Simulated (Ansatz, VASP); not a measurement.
Two plane-wave programs on Al36H

The input INCAR:

```
  PREC = Accurate
  ENCUT = 520
  EDIFF = 1E-6
  ISMEAR = 0
  SIGMA = 0.1
  LREAL = Auto
  LASPH = True
  NELM = 100
  ALGO = Normal
  ISIF = 2
  LWAVE = False
  LCHARG = True
  LDIPOL = True
  IDIPOL = 3
  DIPOL = 0.5 0.5 0.378
  GGA = PE
  IVDW = 12
  LELF = True
  LVHAR = True
  LVACPOTAV = True
  NBANDS = 78
```

The input KPOINTS:

```
Automatic mesh
0
Gamma
  6 6 1
```

POSCAR

```
Al36H
1.0
    5.6288445221      0.0000000000      0.0000000000
   -2.8144222610      4.8747223501      0.0000000000
    0.0000000000      0.0000000000     35.8073562139
Al H
36 1
Direct
    0.1666666667      0.3333333333      0.1117088895
    0.1666666667      0.8333333333      0.1117088895
    0.6666666667      0.3333333333      0.1117088895
    0.6666666667      0.8333333333      0.1117088895
    0.0000000000      0.0000000000      0.1762280837
    0.0000000000      0.5000000000      0.1762280837
    0.5000000000      0.0000000000      0.1762280837
    0.5000000000      0.5000000000      0.1762280837
    0.3333333333      0.1666666667      0.2407472780
    0.3333333333      0.6666666667      0.2407472780
    0.8333333333      0.1666666667      0.2407472780
    0.8333333333      0.6666666667      0.2407472780
    0.0000000000      0.0000000000      0.3052664723
    0.0000000000      0.5000000000      0.3052664723
    0.5000000000      0.0000000000      0.3052664723
    0.5000000000      0.5000000000      0.3052664723
    0.1666666667      0.3333333333      0.3692823671
    0.1666666667      0.8333333333      0.3692823671
    0.6666666667      0.3333333333      0.3692823671
    0.6666666667      0.8333333333      0.3692823671
    0.0000000000      0.0000000000      0.4332765596
    0.0000000000      0.5000000000      0.4332765596
    0.5000000000      0.0000000000      0.4332765596
    0.5000000000      0.5000000000      0.4332765596
    0.3333333333      0.1666666667      0.4981718464
    0.3333333333      0.6666666667      0.4981718464
    0.8333333333      0.1666666667      0.4981718464
    0.8333333333      0.6666666667      0.4981718464
    0.0000000000      0.0000000000      0.5626837009
    0.0000000000      0.5000000000      0.5626837009
    0.5000000000      0.0000000000      0.5626837009
    0.5000000000      0.5000000000      0.5626837009
    0.1666666667      0.3333333333      0.6285679423
    0.1666666667      0.8333333333      0.6285679423
    0.6666666667      0.3333333333      0.6285679423
    0.6666666667      0.8333333333      0.6285679423
    0.5000000000      0.5000000000      0.6983859982
```

Input for Ansatz:

```yaml
crystal:
  lattice:
    - [5.6288445221, 0.0, 0.0]
    - [-2.814422261, 4.8747223501, 0.0]
    - [0.0, 0.0, 35.8073562139]
  atoms:
    - { symbol: Al, position: [0.1666666667, 0.3333333333, 0.1117088895] }
    - { symbol: Al, position: [0.1666666667, 0.8333333333, 0.1117088895] }
    - { symbol: Al, position: [0.6666666667, 0.3333333333, 0.1117088895] }
    - { symbol: Al, position: [0.6666666667, 0.8333333333, 0.1117088895] }
    - { symbol: Al, position: [0.0, 0.0, 0.1762280837] }
    - { symbol: Al, position: [0.0, 0.5, 0.1762280837] }
    - { symbol: Al, position: [0.5, 0.0, 0.1762280837] }
    - { symbol: Al, position: [0.5, 0.5, 0.1762280837] }
    - { symbol: Al, position: [0.3333333333, 0.1666666667, 0.240747278] }
    - { symbol: Al, position: [0.3333333333, 0.6666666667, 0.240747278] }
    - { symbol: Al, position: [0.8333333333, 0.1666666667, 0.240747278] }
    - { symbol: Al, position: [0.8333333333, 0.6666666667, 0.240747278] }
    - { symbol: Al, position: [0.0, 0.0, 0.3052664723] }
    - { symbol: Al, position: [0.0, 0.5, 0.3052664723] }
    - { symbol: Al, position: [0.5, 0.0, 0.3052664723] }
    - { symbol: Al, position: [0.5, 0.5, 0.3052664723] }
    - { symbol: Al, position: [0.1666666667, 0.3333333333, 0.3692823671] }
    - { symbol: Al, position: [0.1666666667, 0.8333333333, 0.3692823671] }
    - { symbol: Al, position: [0.6666666667, 0.3333333333, 0.3692823671] }
    - { symbol: Al, position: [0.6666666667, 0.8333333333, 0.3692823671] }
    - { symbol: Al, position: [0.0, 0.0, 0.4332765596] }
    - { symbol: Al, position: [0.0, 0.5, 0.4332765596] }
    - { symbol: Al, position: [0.5, 0.0, 0.4332765596] }
    - { symbol: Al, position: [0.5, 0.5, 0.4332765596] }
    - { symbol: Al, position: [0.3333333333, 0.1666666667, 0.4981718464] }
    - { symbol: Al, position: [0.3333333333, 0.6666666667, 0.4981718464] }
    - { symbol: Al, position: [0.8333333333, 0.1666666667, 0.4981718464] }
    - { symbol: Al, position: [0.8333333333, 0.6666666667, 0.4981718464] }
    - { symbol: Al, position: [0.0, 0.0, 0.5626837009] }
    - { symbol: Al, position: [0.0, 0.5, 0.5626837009] }
    - { symbol: Al, position: [0.5, 0.0, 0.5626837009] }
    - { symbol: Al, position: [0.5, 0.5, 0.5626837009] }
    - { symbol: Al, position: [0.1666666667, 0.3333333333, 0.6285679423] }
    - { symbol: Al, position: [0.1666666667, 0.8333333333, 0.6285679423] }
    - { symbol: Al, position: [0.6666666667, 0.3333333333, 0.6285679423] }
    - { symbol: Al, position: [0.6666666667, 0.8333333333, 0.6285679423] }
    - { symbol: H, position: [0.5, 0.5, 0.6983859982] }
basis:
  ecutwfc: 420
kpoints:
  mp_grid: { grid: [6, 6, 1] }
hamiltonian:
  xc: pbe
  pseudopotentials: { kind: paw, azcp: { folder: soft_1 } }
  dispersion: d3bj
scf:
  occupations: { method: gaussian, width: 0.1 }
output:
  forces: true
  eigenvalues: true
efield:
  axis: 3
  dipole_correction: true
  ramp_width: 0.04
```

Alike in both runs: task single point; functional PBE; dispersion D3(BJ); k mesh 6 × 6 × 1; occupations gaussian, width 0.1 eV; no spin polarisation.

|  | VASP | Ansatz |
| --- | --- | --- |
| version | VASP 6.6.1 | Ansatz 0.2.0 |
| potentials or method | VASP PAW PBE potentials, release 64 (Al, H), cutoff 520 eV | scalar-relativistic, plane waves, PAW |
| valence electrons in the cell | 109 | 109 |

|  | VASP | Ansatz | Ansatz less VASP |
| --- | --- | --- | --- |
| gap on the k mesh at the Fermi level (eV) | none | none | - |
| rms of the force components (eV/Å) | 0.146 | 0.146 | +0.0001 |
| work function, face that differs most (eV) | 5.64 | 5.65 | +0.010 |

Atom by atom the forces differ by 0.001 eV/Å (rms over components). A gap of «none» marks a metal or a gap that the smearing closes.
